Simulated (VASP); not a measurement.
# Mo16H (a cell with a defect) in VASP: single point with PBE

Aim: the single point of Mo16H (a cell with a defect) with PBE.

Program: VASP 6.6.1. These are calculated values, not measurements. Logs are shortened: lines on timing, memory, paths and dates and some standing lists are left out, and cuts for length are marked.

### 1 The cell of the first run

The cell holds a defect, 17 atoms: a = 6.323 Å, b = 6.323 Å, c = 6.323 Å, α = 90.00°, β = 90.00°, γ = 90.00°.

### 2 Single point, PBE

Input file INCAR:

```
SYSTEM = Mo16H
PREC = Accurate
ENCUT = 520
EDIFF = 1E-6
ISMEAR = 1
SIGMA = 0.1
LREAL = Auto
LASPH = .TRUE.
NELM = 80
ALGO = Normal
ISIF = 2
LWAVE = .FALSE.
LCHARG = .FALSE.
GGA = PE
NBANDS = 126
```

Input file KPOINTS:

```
Automatic mesh
0
G
  3 3 3
  0 0 0
```

Input file POSCAR:

```
Mo16H
1.0
    6.3226243300      0.0000000000      0.0000000000
    0.0000000000      6.3226243300      0.0000000000
    0.0000000000      0.0000000000      6.3226243300
Mo H
16 1
Direct
   -0.0026898641     -0.0009140192     -0.0001945395
    0.2538069504      0.2473890458      0.2310731943
   -0.0008423717      0.0032864518      0.4998055926
    0.2538128024      0.2473816122      0.7685873375
   -0.0013875567      0.5025130127     -0.0001986517
    0.2491367378      0.7518876264      0.2486310933
   -0.0095115567      0.5106044312      0.4997981590
    0.2491354725      0.7518974324      0.7509992295
    0.5032685534     -0.0021517964     -0.0001932742
    0.7492920270      0.2520507177      0.2486212873
    0.5005851739      0.0005488227      0.4998106538
    0.7492887056      0.2520469218      0.7510079284
    0.5020337813      0.5038023507     -0.0001988099
    0.7480177143      0.7531609900      0.2489010762
    0.4978295144      0.5019504298      0.4998109701
    0.7480264133      0.7531575105      0.7507385782
    0.1934049749      0.3077226953      0.4997874039
```

Potentials or basis: VASP PAW PBE potentials, release 64 (Mo_sv, H).

The run is started by

```bash
$ cat potpaw_PBE.64/Mo_sv/POTCAR potpaw_PBE.64/H/POTCAR > POTCAR
$ mpirun -np 1 vasp_std > vasp.out
```

OUTCAR:

```text
SYSTEM = Mo16H
   PREC = Accurate
   ENCUT = 520
   EDIFF = 1E-6
   ISMEAR = 1
   LREAL = Auto
   LASPH = .TRUE.
   NELM = 80
   ISIF = 2
   GGA = PE

 ion  position               nearest neighbor table
   1  0.997  0.999  1.000-   4 2.69   2 2.69  16 2.72  14 2.72   8 2.73   6 2.73  12 2.74  10 2.74
                             9 3.12   5 3.14   3 3.16   3 3.16   5 3.18   9 3.20
   2  0.254  0.247  0.231-  17 1.78   9 2.67  13 2.69   1 2.69   5 2.71  11 2.79  15 2.80   3 2.80
                             7 2.90   4 2.92  10 3.13   6 3.13   6 3.19  10 3.19   4 3.40
   3  0.999  0.003  0.500-  10 2.74  12 2.74  14 2.75  16 2.75   6 2.75   8 2.75   2 2.80   4 2.80
                             7 3.12  11 3.15   1 3.16   1 3.16  11 3.17   7 3.21
   4  0.254  0.247  0.769-  17 1.78   9 2.67  13 2.69   1 2.69   5 2.71  11 2.79  15 2.80   3 2.80
                             7 2.90   2 2.92  12 3.13   8 3.13   8 3.19  12 3.19   2 3.40
   5  0.999  0.503  1.000-   4 2.71   2 2.71  12 2.73  10 2.73   8 2.73   6 2.73  16 2.74  14 2.74
                             1 3.14  13 3.14   7 3.16   7 3.16  13 3.18   1 3.18
   6  0.249  0.752  0.249-   1 2.73   5 2.73   9 2.73  15 2.74  13 2.74  11 2.74   7 2.74   3 2.75
                             2 3.13   8 3.15  14 3.15  14 3.17   8 3.18   2 3.19
   7  0.990  0.511  0.500-  17 1.81  14 2.69  16 2.69  10 2.74  12 2.74   6 2.74   8 2.74   2 2.90
                             4 2.90  15 3.12   3 3.12   5 3.16   5 3.16   3 3.21  15 3.21
   8  0.249  0.752  0.751-   1 2.73   5 2.73   9 2.73  13 2.74  15 2.74  11 2.74   7 2.74   3 2.75
                             4 3.13   6 3.15  16 3.15  16 3.17   6 3.18   4 3.19
   9  0.503  0.998  1.000-   4 2.67   2 2.67  16 2.70  14 2.70   8 2.73   6 2.73  12 2.73  10 2.73
                             1 3.12  13 3.12  11 3.16  11 3.16  13 3.20   1 3.20
  10  0.749  0.252  0.249-  13 2.73   5 2.73   9 2.73   3 2.74   1 2.74   7 2.74  11 2.74  15 2.75
                             2 3.13  12 3.15  14 3.15  14 3.17  12 3.18   2 3.19
  11  0.501  0.001  0.500-  14 2.72  16 2.72   6 2.74   8 2.74  10 2.74  12 2.74   2 2.79   4 2.79
                             3 3.15  15 3.15   9 3.16   9 3.16  15 3.17   3 3.17
  12  0.749  0.252  0.751-  13 2.73   5 2.73   9 2.73   1 2.74   3 2.74   7 2.74  11 2.74  15 2.75
                             4 3.13  10 3.15  16 3.15  16 3.17  10 3.18   4 3.19
  13  0.502  0.504  1.000-   4 2.69   2 2.69  16 2.72  14 2.72  12 2.73  10 2.73   8 2.74   6 2.74
                             9 3.12   5 3.14  15 3.16  15 3.16   5 3.18   9 3.20
  14  0.748  0.753  0.249-   7 2.69   9 2.70   1 2.72  13 2.72  11 2.72   5 2.74   3 2.75  15 2.75
                            16 3.15   6 3.15  10 3.15  10 3.17   6 3.17  16 3.17
  15  0.498  0.502  0.500-   6 2.74   8 2.74  14 2.75  16 2.75  10 2.75  12 2.75   2 2.80   4 2.80
                             7 3.12  11 3.15  13 3.16  13 3.16  11 3.17   7 3.21
  16  0.748  0.753  0.751-   7 2.69   9 2.70   1 2.72  13 2.72  11 2.72   5 2.74   3 2.75  15 2.75
                            14 3.15  12 3.15   8 3.15   8 3.17  12 3.17  14 3.17
  17  0.193  0.308  0.500-   2 1.78   4 1.78   7 1.81

  LATTYP: Found a simple cubic cell.
 ALAT       =     6.3226243300

  Lattice vectors:

 A1 = (   6.3226243300,   0.0000000000,   0.0000000000)
 A2 = (   0.0000000000,   6.3226243300,   0.0000000000)
 A3 = (   0.0000000000,   0.0000000000,   6.3226243300)

Analysis of symmetry for initial positions (statically):
=====================================================================
 Subroutine PRICEL returns:
 Original cell was already a primitive cell.

 Routine SETGRP: Setting up the symmetry group for a
 simple cubic supercell.

 Subroutine GETGRP returns: Found  1 space group operations
 (whereof  1 operations were pure point group operations)
 out of a pool of 48 trial point group operations.

The static configuration has the point symmetry C_1 .

Analysis of symmetry for dynamics (positions and initial velocities):
=====================================================================
 Subroutine PRICEL returns:
 Original cell was already a primitive cell.

 Routine SETGRP: Setting up the symmetry group for a
 simple cubic supercell.

 Subroutine GETGRP returns: Found  1 space group operations
 (whereof  1 operations were pure point group operations)
 out of a pool of 48 trial point group operations.

The dynamic configuration has the point symmetry C_1 .

 Subroutine INISYM returns: Found  1 space group operations
 (whereof  1 operations are pure point group operations),
 and found     1 'primitive' translations

----------------------------------------------------------------------------------------

                                     Primitive cell

  volume of cell :     252.7506

  direct lattice vectors                    reciprocal lattice vectors
     6.322624330  0.000000000  0.000000000     0.158162173  0.000000000  0.000000000
     0.000000000  6.322624330  0.000000000     0.000000000  0.158162173  0.000000000
[... 67 lines left out ...]

 Found     14 irreducible k-points:

 Following reciprocal coordinates:
            Coordinates               Weight
  0.000000  0.000000  0.000000      1.000000
  0.333333  0.000000  0.000000      2.000000
  0.000000  0.333333  0.000000      2.000000
  0.000000  0.000000  0.333333      2.000000
  0.333333  0.333333  0.000000      2.000000
  0.000000  0.333333  0.333333      2.000000
  0.333333  0.000000  0.333333      2.000000
 -0.333333  0.333333  0.000000      2.000000
 -0.333333  0.000000  0.333333      2.000000
  0.000000 -0.333333  0.333333      2.000000
  0.333333  0.333333  0.333333      2.000000
 -0.333333  0.333333  0.333333      2.000000
 -0.333333 -0.333333  0.333333      2.000000
  0.333333 -0.333333  0.333333      2.000000
   k-points           NKPTS =     14   k-points in BZ     NKDIM =     14   number of bands    NBANDS=    126
   number of dos      NEDOS =    301   number of ions     NIONS =     17
   total plane-waves  NPLWV = 110592
   dimension x,y,z NGX =    48 NGY =   48 NGZ =   48
   dimension x,y,z NGXF=    96 NGYF=   96 NGZF=   96
   ions per type =              16   1
   NGX,Y,Z   is equivalent  to a cutoff of  12.62, 12.62, 12.62 a.u.
   NGXF,Y,Z  is equivalent  to a cutoff of  25.24, 25.24, 25.24 a.u.
 SYSTEM =  Mo16H
   PREC   = accura    normal or accurate (medium, high low for compatibility)
   ISTART =      0    job   : 0-new  1-cont  2-samecut
   ICHARG =      2    charge: 1-file 2-atom 10-const
   ISPIN  =      1    spin polarized calculation?
   LNONCOLLINEAR =      F non collinear calculations
   LSORBIT =      F    spin-orbit coupling
   LASPH  =      T    aspherical Exc in radial PAW
   ENCUT  =  520.0 eV  38.22 Ry    6.18 a.u.  11.76 11.76 11.76*2*pi/ulx,y,z
   NELM   =     80;   NELMIN=  2; NELMDL= -5     # of ELM steps
   EDIFF  = 0.1E-05   stopping-criterion for ELM
   LREAL  =      T    real-space projection
   EDIFFG = 0.1E-04   stopping-criterion for IOM
   NSW    =      0    number of steps for IOM
   IBRION =     -1    ionic relax: 0-MD 1-quasi-New 2-CG
   NFREE  =      0    steps in history (QN), initial steepest desc. (CG)
   ISIF   =      2    stress and relaxation
   ISYM   =      2    0-nonsym 1-usesym 2-fastsym
   POTIM  = 0.5000    time-step for ionic-motion
   TEBEG  =    0.0;   TEEND  =   0.0 temperature during run
   PSTRESS=    0.0 pullay stress
   NELECT =     225.0000    total number of electrons
   NUPDOWN=      -1.0000    fix difference up-down
   EMIN   =  10.00;   EMAX   =-10.00  energy-range for DOS
   EFERMI =   0.00;   METHOD = LEGACY
   ISMEAR =     1;   SIGMA  =   0.10  broadening in eV -4-tet -1-fermi 0-gaus
   EFERMI_NEDOS =   21; number of points for ismear=-14 and -15
   IALGO  =     38    algorithm
   IMIX   =      4    mixing-type and parameters
     AMIX     =   0.40;   BMIX     =  1.00
     AMIX_MAG =   1.60;   BMIX_MAG =  1.00
  volume/ion in A,a.u.               =      14.87       100.33
  Fermi-wavevector in a.u.,A,eV,Ry     =   1.574847  2.976029 33.744383  2.480142
  Thomas-Fermi vector in A             =   2.675919
   LORBIT       =      0    0 simple, 1 ext, 2 COOP (PROOUT), +10 PAW based schemes
   GGA     = PE    functional components
   LHFCALC =     F    Hartree Fock is set to
   AEXX    =    0.0000 exact exchange contribution
   IVDW    =     0    specifies the selected vdW correction
   LEPSILON=     F    determine dielectric tensor
   LRPA    =     F    only Hartree local field effects (RPA)
 non-spin polarized calculation
 Methfessel and Paxton  Order N= 1 SIGMA  =   0.10
  energy-cutoff  :      520.00
  volume of cell :      252.75
 maximum number of plane-waves:      6859
   NGX = 23   NGY = 23   NGZ = 23

 number of electron     225.0000022 magnetization

 Free energy of the ion-electron system (eV)
  ---------------------------------------------------
  ext. energy  EPLUGINS =         0.00000000
  ---------------------------------------------------
  free energy    TOTEN  =      -177.70876892 eV

  energy without entropy =     -177.70444488  energy(sigma->0) =     -177.70732757

 E-fermi :  12.6123     XC(G=0): -13.3647

 val. band max:       12.5945562419   @ k =   0.3333   0.3333   0.0000
 cond. band min:      12.6127255671   @ k =   0.0000   0.0000   0.3333
 fundamental gap:      0.0181693252
 Fermi energy:        12.6122560966

 k-point     1 :       0.0000    0.0000    0.0000
  band No.  band energies     occupation
      1     -48.7860      2.00000
      2     -48.5788      2.00000
      3     -48.5561      2.00000
      4     -48.5546      2.00000
      5     -48.5497      2.00000
      6     -48.5421      2.00000
[... 1767 lines left out ...]
    123      13.8279     -0.00000
    124      13.9150     -0.00000
 [bands above 124 left out]

------------------------ aborting loop because EDIFF is reached ----------------------------------------

  FORCE on cell =-STRESS in cart. coord.  units (eV):
  Direction    XX          YY          ZZ          XY          YZ          ZX
  --------------------------------------------------------------------------------------
  -------------------------------------------------------------------------------------
  Total        3.8596264      3.8564940      9.1755417     -1.1910625      0.0016630     -0.0012359
  in kB       24.4660418     24.4461856     58.1634503     -7.5501050      0.0105419     -0.0078346
  external PRESSURE =      35.6918926 kB  Pullay stress =       0.0000000 kB

 VOLUME and BASIS-vectors are now :
 -----------------------------------------------------------------------------
  energy-cutoff  :      520.00
  volume of cell :      252.75
      direct lattice vectors                 reciprocal lattice vectors
     6.322624330  0.000000000  0.000000000     0.158162173  0.000000000  0.000000000
     0.000000000  6.322624330  0.000000000     0.000000000  0.158162173  0.000000000
     0.000000000  0.000000000  6.322624330     0.000000000  0.000000000  0.158162173

 POSITION                                       TOTAL-FORCE (eV/Angst)
 -----------------------------------------------------------------------------------
      6.30562      6.31685      6.32139         0.006423     -0.015553      0.000723
      1.60473      1.56415      1.46099        -0.003793      0.001921      0.015993
      6.31730      0.02078      3.16008         0.007445      0.013466     -0.000099
      1.60476      1.56410      4.85949        -0.005321      0.003604     -0.020707
      6.31385      3.17720      6.32137        -0.010715      0.011586      0.000898
      1.57520      4.75390      1.57200         0.008193     -0.020327     -0.002738
[... 9 lines left out ...]
      4.72949      4.76193      4.74664        -0.016595      0.014410     -0.004113
      1.22283      1.94562      3.15997         0.028608     -0.028565      0.003568
 -----------------------------------------------------------------------------------
    total drift:                               -0.001716     -0.002050      0.001127

  FREE ENERGIE OF THE ION-ELECTRON SYSTEM (eV)
  ---------------------------------------------------
  free  energy   TOTEN  =      -177.7087689238 eV

  energy  without entropy=     -177.7044448760  energy(sigma->0) =     -177.70732757
```

It took 8.3 min on 1 thread of Intel Xeon 6975P-C (Granite Rapids), shared host; peak memory 0.48 GiB.

Results:

```yaml
Free_energy: -177.7088 eV
Pressure: 3.6 GPa
Largest_force: 0.041 eV/Å
Band_gap_on_the_k_mesh: zero (an odd number of electrons rules out a gap without spin polarisation)
```

Forces on the atoms (eV/Å):
```
Mo   0.006 -0.016  0.001
Mo  -0.004  0.002  0.016
Mo   0.007  0.013  0.000
Mo  -0.005  0.004 -0.021
Mo  -0.011  0.012  0.001
Mo   0.008 -0.020 -0.003
Mo  -0.026  0.028  0.000
Mo   0.008 -0.021  0.002
Mo  -0.010  0.012  0.001
Mo   0.020 -0.009 -0.002
Mo  -0.016  0.014  0.000
Mo   0.020 -0.009  0.002
Mo   0.018 -0.004  0.001
Mo  -0.016  0.014  0.004
Mo  -0.013 -0.005  0.000
Mo  -0.017  0.014 -0.004
H    0.029 -0.029  0.004
```
